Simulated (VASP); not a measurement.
Set up this calculation in VASP 6.6.1, as the native input.

| Property | Result |
| --- | --- |
| Task | single point |
| Functional | PBEsol |
| Potentials or basis | VASP PAW PBE potentials, release 64 (Zn, S) |
| Cutoff | 520 eV |
| k mesh | 9 × 9 × 4 |
| Occupations | gaussian, width 0.01 eV |
| Spin | non-collinear spin, zero start, spin-orbit coupling |
| Starting moments | [[0.0, 0.0, 0.0], [0.0, 0.0, 0.0], [0.0, 0.0, 0.0], [0.0, 0.0, 0.0]] μB |
| Dipole correction | no |
| Further INCAR settings | ALGO = Normal; EDIFF = 1e-06; NBANDS = 50 |

The structure of ZnS lies in POSCAR:

```
ZnS
1.0
    3.7822799599      0.0000000000      0.0000000000
   -1.8911399799      3.2755505295      0.0000000000
    0.0000000000      0.0000000000      6.2079685997
Zn S
2 2
Direct
    0.3333333333      0.6666666667      0.0004339381
    0.6666666667      0.3333333333      0.5004339381
    0.3333333333      0.6666666667      0.3745660619
    0.6666666667      0.3333333333      0.8745660619
```

One way to write it, as run:

INCAR

```
ALGO = Normal ; EDIFF = 1E-6
ENCUT = 520 ; GGA = PS
GGA_COMPAT = F ; ISIF = 2
ISMEAR = 0 ; LASPH = T
LCHARG = F ; LORBIT = 11
LORBMOM = T ; LREAL = F
LSORBIT = T ; LWAVE = F
MAGMOM = 0 0 0 0 0 0 0 0 0 0 0 0 ; NBANDS = 50
NELM = 150 ; PREC = Accurate
SIGMA = 0.01
```

KPOINTS

```
k-points
0
Gamma
  9 9 4
```

Potentials or basis: VASP PAW PBE potentials, release 64 (Zn, S).

Command:

```sh
$ cat potpaw_PBE.64/Zn/POTCAR potpaw_PBE.64/S/POTCAR > POTCAR
$ mpirun -np 1 vasp_ncl > vasp.out
```

Results of the run:

```
Pressure                                              : 0.2 GPa
Net moment                                            : 0.00 μB per cell
Valence electrons inside the program's atomic spheres : Zn 10.84; S 3.73
```

Caveat: the PAW data sets were made with another functional, which shifts forces and pressure a little.

It took 4.7 min on 1 thread of AMD EPYC 7R13 Processor (Zen 3) (shared host), peak memory 0.46 GiB.
